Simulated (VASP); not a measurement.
# Rh (P6_3/mmc) in VASP: a series of runs, part 2 of 2

VASP 6.6.1. The steps go on from the part before.

### Step 3. Single point, LDA

This run uses another cell than the first one, of 12.77 Å³/atom, 1.028 times its volume.

INCAR

```
  PREC = Accurate
  ENCUT = 520
  EDIFF = 1E-6
  ISMEAR = -1
  SIGMA = 0.1
  LREAL = False
  LASPH = True
  NELM = 60
  ALGO = Normal
  ISIF = 2
  LWAVE = False
  LCHARG = False
  NBANDS = 38
```

KPOINTS

```
regular mesh
0
Gamma
  10 10 3
```

POSCAR

```
Rh
1.0
    2.6226903555      0.0000000000      0.0000000000
   -1.3113451777      2.2713211311      0.0000000000
    0.0000000000      0.0000000000      8.5723782148
Rh
4
Direct
    0.0000000000      0.0000000000      0.0000000000
    0.3333333333      0.6666666667      0.2500000000
    0.0000000000      0.0000000000      0.5000000000
    0.6666666667      0.3333333333      0.7500000000
```

Potentials or basis: VASP PAW LDA potentials, release 64 (Rh_pv).

On the command line:

```sh
cat potpaw_LDA.64/Rh_pv/POTCAR > POTCAR
mpirun -np 1 vasp_std > vasp.out
```

OUTCAR:

```text
PREC = Accurate
   ENCUT = 520
   EDIFF = 1E-6
   ISMEAR = -1
   LREAL = False
   LASPH = True
   NELM = 60
   ISIF = 2

 ion  position               nearest neighbor table
   1  0.000  0.000  0.000-   2 2.62   4 2.62   4 2.62   2 2.62   4 2.62   2 2.62
   2  0.333  0.667  0.250-   1 2.62   3 2.62   1 2.62   3 2.62   1 2.62   3 2.62
   3  0.000  0.000  0.500-   2 2.62   4 2.62   4 2.62   2 2.62   4 2.62   2 2.62
   4  0.667  0.333  0.750-   1 2.62   3 2.62   1 2.62   3 2.62   1 2.62   3 2.62

  LATTYP: Found a hexagonal cell.
 ALAT       =     2.6226903555
 C/A-ratio  =     3.2685437672

  Lattice vectors:

 A1 = (   2.6226903555,   0.0000000000,   0.0000000000)
 A2 = (  -1.3113451777,   2.2713211311,   0.0000000000)
 A3 = (   0.0000000000,   0.0000000000,   8.5723782148)

Analysis of symmetry for initial positions (statically):
=====================================================================
 Subroutine PRICEL returns:
 Original cell was already a primitive cell.

 Routine SETGRP: Setting up the symmetry group for a
 hexagonal supercell.

 Subroutine GETGRP returns: Found 24 space group operations
 (whereof 12 operations were pure point group operations)
 out of a pool of 24 trial point group operations.
[... 165 lines left out ...]
  free energy    TOTEN  =       -34.68175439 eV

  energy without entropy =      -34.51644844  energy(sigma->0) =      -34.59910142

 E-fermi :  13.1879     XC(G=0): -14.8283

 val. band max:       13.1815017004   @ k =   0.3000   0.1000   0.3333
 cond. band min:      13.2169040126   @ k =   0.4000   0.0000   0.3333
 fundamental gap:      0.0354023123
 Fermi energy:        13.1879384594

 k-point     1 :       0.0000    0.0000    0.0000
  band No.  band energies     occupation
      1     -34.1014      2.00000
      2     -33.6332      2.00000
      3     -33.6313      2.00000
      4     -33.2823      2.00000
      5     -33.2822      2.00000
      6     -33.2287      2.00000
[... 973 lines left out ...]
     37      23.0343      0.00000
     38      23.0656      0.00000

 [... further k-points ...]
[... 5 lines left out ...]
  --------------------------------------------------------------------------------------
  -------------------------------------------------------------------------------------
  Total        4.4296285      4.4296467      4.5866979      0.0000000     -0.0000000      0.0000000
  in kB      138.9795831    138.9801530    143.9076353      0.0000000     -0.0000000      0.0000000
  external PRESSURE =     140.6224572 kB  Pullay stress =       0.0000000 kB

 VOLUME and BASIS-vectors are now :
 -----------------------------------------------------------------------------
  energy-cutoff  :      520.00
  volume of cell :       51.07
      direct lattice vectors                 reciprocal lattice vectors
     2.622690356  0.000000000  0.000000000     0.381287863  0.220136199  0.000000000
    -1.311345178  2.271321131  0.000000000     0.000000000  0.440272398  0.000000000
     0.000000000  0.000000000  8.572378215     0.000000000  0.000000000  0.116653742

 POSITION                                       TOTAL-FORCE (eV/Angst)
 -----------------------------------------------------------------------------------
      0.00000      0.00000      0.00000        -0.000000      0.000000      0.000000
     -0.00000      1.51421      2.14309        -0.000000     -0.000000     -0.000000
      0.00000      0.00000      4.28619        -0.000000      0.000000      0.000000
      1.31135      0.75711      6.42928         0.000000      0.000000     -0.000000
 -----------------------------------------------------------------------------------
    total drift:                                0.000000     -0.000000      0.000000

  FREE ENERGIE OF THE ION-ELECTRON SYSTEM (eV)
  ---------------------------------------------------
  free  energy   TOTEN  =       -34.6817543924 eV

  energy  without entropy=      -34.5164484382  energy(sigma->0) =      -34.59910142
```

OSZICAR:

```text
N       E                     dE             d eps       ncg     rms          rms(c)
DAV:   1     0.777537262361E+03    0.77754E+03   -0.36453E+04  2144   0.186E+03
DAV:   2    -0.111684486768E+02   -0.78871E+03   -0.76670E+03  2242   0.583E+02
DAV:   3    -0.366293750910E+02   -0.25461E+02   -0.24940E+02  2326   0.115E+02
DAV:   4    -0.368596130678E+02   -0.23024E+00   -0.23015E+00  2376   0.112E+01
DAV:   5    -0.368637558291E+02   -0.41428E-02   -0.41426E-02  2382   0.150E+00    0.259E+01
DAV:   6    -0.348118354304E+02    0.20519E+01   -0.57776E+00  2314   0.185E+01    0.941E+00
DAV:   7    -0.347167600723E+02    0.95075E-01   -0.31329E-01  2386   0.512E+00    0.355E+00
DAV:   8    -0.347535933760E+02   -0.36833E-01   -0.50854E-01  2284   0.860E+00    0.291E+00
DAV:   9    -0.346819716431E+02    0.71622E-01   -0.22136E-01  2272   0.499E+00    0.597E-01
DAV:  10    -0.346817882984E+02    0.18334E-03   -0.48437E-03  2314   0.541E-01    0.755E-02
DAV:  11    -0.346817549870E+02    0.33311E-04   -0.15347E-04  2436   0.118E-01    0.309E-02
DAV:  12    -0.346817547980E+02    0.18897E-06   -0.23836E-05  2368   0.532E-02    0.630E-03
DAV:  13    -0.346817543924E+02    0.40563E-06   -0.10138E-06  1334   0.988E-03
   1 F= -.34681754E+02 E0= -.34599101E+02  d E =-.165306E+00
```

stdout:

```text
POSCAR found type information on POSCAR Rh
 POSCAR found :  1 types and       4 ions
 scaLAPACK will be used
 LDA part: xc-table for (Slater(with rela. corr.)+CA(PZ))
 , standard interpolation
 POSCAR, INCAR and KPOINTS ok, starting setup
 FFT: planning ... GRIDC
 FFT: planning ... GRID_SOFT
 FFT: planning ... GRID
 WAVECAR not read
 entering main loop
```

Run time: 57 s. Hardware: 1 thread of Intel Xeon 8259CL, shared host; peak memory 0.16 GiB.

What came out:

- Free energy: -34.6818 eV
- Pressure: 14.1 GPa
- Band gap on the k mesh: zero (band 30 reaches 14.12 eV, above the bottom of band 31 at 12.01 eV)

### Step 4. Single point, LDA

This run uses another cell than the first one, of 13.11 Å³/atom, 1.056 times its volume.

INCAR is that of step 3.

KPOINTS

```
Automatic mesh
0
Gamma
  10 10 3
```

POSCAR

```
Rh
1.0
    2.6461084728      0.0000000000      0.0000000000
   -1.3230542364      2.2916018572      0.0000000000
    0.0000000000      0.0000000000      8.6489213561
Rh
4
Direct
    0.0000000000      0.0000000000      0.0000000000
    0.3333333333      0.6666666667      0.2500000000
    0.0000000000      0.0000000000      0.5000000000
    0.6666666667      0.3333333333      0.7500000000
```

Potentials or basis: VASP PAW LDA potentials, release 64 (Rh_pv).

On the command line:

```sh
cat potpaw_LDA.64/Rh_pv/POTCAR > POTCAR
mpirun -np 1 vasp_std > vasp.out
```

OUTCAR:

```text
PREC = Accurate
   ENCUT = 520
   EDIFF = 1E-6
   ISMEAR = -1
   LREAL = False
   LASPH = True
   NELM = 60
   ISIF = 2

 ion  position               nearest neighbor table
   1  0.000  0.000  0.000-   2 2.65   4 2.65   4 2.65   2 2.65   4 2.65   2 2.65
   2  0.333  0.667  0.250-   1 2.65   3 2.65   1 2.65   3 2.65   1 2.65   3 2.65
   3  0.000  0.000  0.500-   2 2.65   4 2.65   4 2.65   2 2.65   4 2.65   2 2.65
   4  0.667  0.333  0.750-   1 2.65   3 2.65   1 2.65   3 2.65   1 2.65   3 2.65

  LATTYP: Found a hexagonal cell.
 ALAT       =     2.6461084728
 C/A-ratio  =     3.2685437672

  Lattice vectors:

 A1 = (   2.6461084728,   0.0000000000,   0.0000000000)
 A2 = (  -1.3230542364,   2.2916018572,   0.0000000000)
 A3 = (   0.0000000000,   0.0000000000,   8.6489213561)

Analysis of symmetry for initial positions (statically):
=====================================================================
 Subroutine PRICEL returns:
 Original cell was already a primitive cell.

 Routine SETGRP: Setting up the symmetry group for a
 hexagonal supercell.

 Subroutine GETGRP returns: Found 24 space group operations
 (whereof 12 operations were pure point group operations)
 out of a pool of 24 trial point group operations.
[... 165 lines left out ...]
  free energy    TOTEN  =       -34.76162895 eV

  energy without entropy =      -34.58921899  energy(sigma->0) =      -34.67542397

 E-fermi :  12.6569     XC(G=0): -14.6556

 val. band max:       12.6534711448   @ k =   0.3000   0.1000   0.3333
 cond. band min:      12.6866007537   @ k =   0.4000  -0.0000   0.3333
 fundamental gap:      0.0331296089
 Fermi energy:        12.6568670111

 k-point     1 :       0.0000    0.0000    0.0000
  band No.  band energies     occupation
      1     -34.4990      2.00000
      2     -34.0700      2.00000
      3     -34.0697      2.00000
      4     -33.7520      2.00000
      5     -33.7520      2.00000
      6     -33.7030      2.00000
[... 973 lines left out ...]
     37      22.2405      0.00000
     38      22.2736      0.00000

 [... further k-points ...]
[... 5 lines left out ...]
  --------------------------------------------------------------------------------------
  -------------------------------------------------------------------------------------
  Total        1.4218014      1.4218073      1.5552136      0.0000000      0.0000000      0.0000000
  in kB       43.4350944     43.4352725     47.5107471      0.0000000      0.0000000      0.0000000
  external PRESSURE =      44.7937046 kB  Pullay stress =       0.0000000 kB

 VOLUME and BASIS-vectors are now :
 -----------------------------------------------------------------------------
  energy-cutoff  :      520.00
  volume of cell :       52.45
      direct lattice vectors                 reciprocal lattice vectors
     2.646108473  0.000000000  0.000000000     0.377913457  0.218187989  0.000000000
    -1.323054236  2.291601857  0.000000000     0.000000000  0.436375977  0.000000000
     0.000000000  0.000000000  8.648921356     0.000000000  0.000000000  0.115621354

 POSITION                                       TOTAL-FORCE (eV/Angst)
 -----------------------------------------------------------------------------------
      0.00000      0.00000      0.00000        -0.000000      0.000000      0.000000
     -0.00000      1.52773      2.16223         0.000000     -0.000000     -0.000000
      0.00000      0.00000      4.32446        -0.000000      0.000000      0.000000
      1.32305      0.76387      6.48669        -0.000000      0.000000      0.000000
 -----------------------------------------------------------------------------------
    total drift:                                0.000000     -0.000000      0.000000

  FREE ENERGIE OF THE ION-ELECTRON SYSTEM (eV)
  ---------------------------------------------------
  free  energy   TOTEN  =       -34.7616289499 eV

  energy  without entropy=      -34.5892189927  energy(sigma->0) =      -34.67542397
```

stdout:

```text
POSCAR found type information on POSCAR Rh
 POSCAR found :  1 types and       4 ions
 scaLAPACK will be used
 LDA part: xc-table for (Slater(with rela. corr.)+CA(PZ))
 , standard interpolation
 POSCAR, INCAR and KPOINTS ok, starting setup
 FFT: planning ... GRIDC
 FFT: planning ... GRID_SOFT
 FFT: planning ... GRID
 WAVECAR not read
 entering main loop
```

Wall time 59 s (1 thread of Intel Xeon 8259CL, shared host); peak memory 0.17 GiB.

What came out:

```yaml
Free_energy: -34.7616 eV
Pressure: 4.5 GPa
Band_gap_on_the_k_mesh: zero (band 30 reaches 13.55 eV, above the bottom of band 31 at 11.53 eV)
```

Levels at points of the mesh, in eV from the Fermi level:
| k point | band 26 | band 27 | band 28 | band 29 | band 30 | band 31 | band 32 | band 33 |
| --- | --- | --- | --- | --- | --- | --- | --- | --- |
| (0.00, 0.00, 0.00) | -2.89 | -2.89 | -1.57 | -1.57 | -0.94 | -0.94 | -0.39 | -0.39 |
| (0.50, 0.00, 0.00) | 0.59 | 0.59 | 0.64 | 0.71 | 0.89 | 0.89 | 0.93 | 1.16 |

### Step 5. Summary

| cell | gap on the mesh (eV) | pressure (GPa) |
| --- | --- | --- |
| a = 2.599, b = 2.599, c = 8.494 Å, angles 90.0, 90.0, 120.0°, 4 atoms | none | 25.3 |
| a = 2.623, b = 2.623, c = 8.572 Å, angles 90.0, 90.0, 120.0°, 4 atoms | none | 14.1 |
| a = 2.646, b = 2.646, c = 8.649 Å, angles 90.0, 90.0, 120.0°, 4 atoms | none | 4.5 |

Alike in all rows: task single point; level LDA; potentials or basis VASP PAW LDA potentials, release 64 (Rh_pv); no spin polarisation; k mesh 10 × 10 × 3; cutoff (eV) 520; smearing fermi-dirac 0.1 eV.

Total energies depend on the potentials used, so only differences within one code and one set of settings carry meaning.
